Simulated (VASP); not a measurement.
# BiTe: single point with PBE

The system is BiTe.

```
Bi Te
1.0
     2.44759    1.39875    3.33546
    -2.39783    1.39875    3.29912
     0.02488   -2.79750    3.31729
Bi Te
1 1
Direct
  0.50000 0.50000 0.50000
  0.00000 0.00000 0.00000
```

This cell differs from its parent crystal: strain +0.0150 x Voigt [0, 0, 0, 0, 1, 0].

* Program: VASP 6.6.1
* Task: single point
* Functional: PBE
* Potentials or basis: VASP PAW PBE potentials, release 64 (Bi_d, Te)
* Cutoff: 520 eV
* k mesh: 12 × 12 × 12
* Occupations: gaussian, width 0.15 eV
* Spin: no spin polarisation
* Dipole correction: no
* Further INCAR settings: ALGO = Normal; EDIFF = 1e-07; NBANDS = 18

The pressure is -0.1 GPa and the band gap on the k mesh is zero (an odd number of electrons rules out a gap without spin polarisation).

Stress tensor (GPa, compression positive):
```
-0.08  0.31 -0.40
 0.31 -0.08  0.00
-0.40  0.00 -0.05
```

Levels at points of the mesh, in eV from the Fermi level:
```tsv
k point	band 6	band 7	band 8	band 9	band 10	band 11	band 12	band 13	band 14	band 15
(0.00, 0.00, 0.00)	-13.49	-8.28	-3.00	-2.83	-1.61	1.85	2.42	2.61	4.05	4.09
(0.50, 0.00, 0.00)	-11.59	-11.37	-1.86	-1.79	-1.00	-0.93	-0.58	0.36	6.72	6.89
(0.00, 0.50, 0.00)	-11.57	-11.34	-1.90	-1.83	-1.08	-0.99	-0.62	0.27	6.66	6.83
(0.50, 0.50, 0.00)	-11.70	-9.97	-5.60	-4.49	-3.30	2.42	3.04	3.60	4.57	8.16
(0.00, 0.00, 0.50)	-11.58	-11.36	-1.91	-1.78	-1.04	-0.97	-0.59	0.31	6.68	6.86
(0.50, 0.00, 0.50)	-11.76	-9.92	-5.59	-4.51	-3.25	2.44	3.09	3.65	4.51	8.24
(0.00, 0.50, 0.50)	-11.63	-10.03	-5.62	-4.47	-3.35	2.39	3.02	3.53	4.64	8.13
(0.50, 0.50, 0.50)	-11.24	-10.95	-2.36	-2.35	-2.23	-1.56	-1.27	-1.25	7.98	8.50
```

Run time: 8.8 min on 1 thread of Intel(R) Xeon(R) Platinum 8488C (Sapphire Rapids), on a shared host, peak memory 1 GiB.

Caveat: the cell differs from its parent crystal (strain +0.0150 x Voigt [0, 0, 0, 0, 1, 0]); spin-orbit coupling is left out, which moves the levels of the heavy elements.
